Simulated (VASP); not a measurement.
Here is a VASP 6.6.1 calculation.

POSCAR

```
Cr
1.0
    2.7139987200      0.0000000000      0.0000000000
   -1.3569993600      2.3503918400      0.0000000000
    0.0000000000      0.0000000000      4.4100000000
Cr
2
Direct
    0.3333333300      0.6666666700      0.2500000000
    0.6666666700      0.3333333300      0.7500000000
```

INCAR.step1

```
SYSTEM = Cr
ALGO     = Normal         ! electronic algorithm
EDIFF    = 1E-4           ! SCF threshold, eV
ENCUT    = 520            ! plane-wave cutoff, eV
GGA      = PE             ! functional
ISMEAR   = 0              ! smearing method
ISPIN    = 2              ! spin polarisation
LASPH    = .True.         ! aspherical terms in the spheres
LCHARG   = .False.        ! write CHGCAR
LMAXMIX  = 4              ! l up to which the mixer works
LREAL    = .False.        ! projectors in reciprocal space
LWAVE    = .True.         ! write WAVECAR
MAGMOM   = 3 3            ! initial moments
NBANDS   = 23             ! bands
NELM     = 150            ! most SCF steps
PREC     = Accurate       ! precision mode
SIGMA    = 0.1            ! smearing width, eV
```

Contents of INCAR.step2:

```
SYSTEM = Cr
ALGO     = Normal         ! electronic algorithm
EDIFF    = 1E-6           ! SCF threshold, eV
ENCUT    = 520            ! plane-wave cutoff, eV
ISIF     = 2              ! what is computed and relaxed
ISMEAR   = 0              ! smearing method
ISPIN    = 2              ! spin polarisation
ISTART   = 1            
LASPH    = .True.         ! aspherical terms in the spheres
LCHARG   = .False.        ! write CHGCAR
LMAXMIX  = 4              ! l up to which the mixer works
LMIXTAU  = .True.       
LORBIT   = 11             ! projections on sites
LREAL    = .False.        ! projectors in reciprocal space
LWAVE    = .False.        ! write WAVECAR
MAGMOM   = 3 3            ! initial moments
METAGGA  = R2SCAN         ! meta-GGA
NBANDS   = 23             ! bands
NELM     = 150            ! most SCF steps
PREC     = Accurate       ! precision mode
SIGMA    = 0.1            ! smearing width, eV
```

Contents of KPOINTS:

```
k-points
0
Gamma
  11 11 6
  0 0 0
```

Potentials or basis: VASP PAW PBE potentials, release 64 (Cr_pv).

Run with:

```console
$ cat potpaw_PBE.64/Cr_pv/POTCAR > POTCAR
$ cp INCAR.step1 INCAR
$ mpirun -np 1 vasp_std > vasp.out
$ cp INCAR.step2 INCAR
$ mpirun -np 1 vasp_std > vasp.out
```

**Question.** Estimate the pressure.

**Answer.** -15.1 GPa.

**Question.** Estimate the site moments.

**Answer.** Cr +2.01 μB.

**Question.** What does it give for the net moment?

**Answer.** 4.13 μB per cell.

Stress tensor (GPa, compression positive):
```
-12.98   0.00   0.00
  0.00 -12.98   0.00
  0.00   0.00 -19.24
```

Caveat: the PAW data sets were made with another functional, which shifts forces and pressure a little.
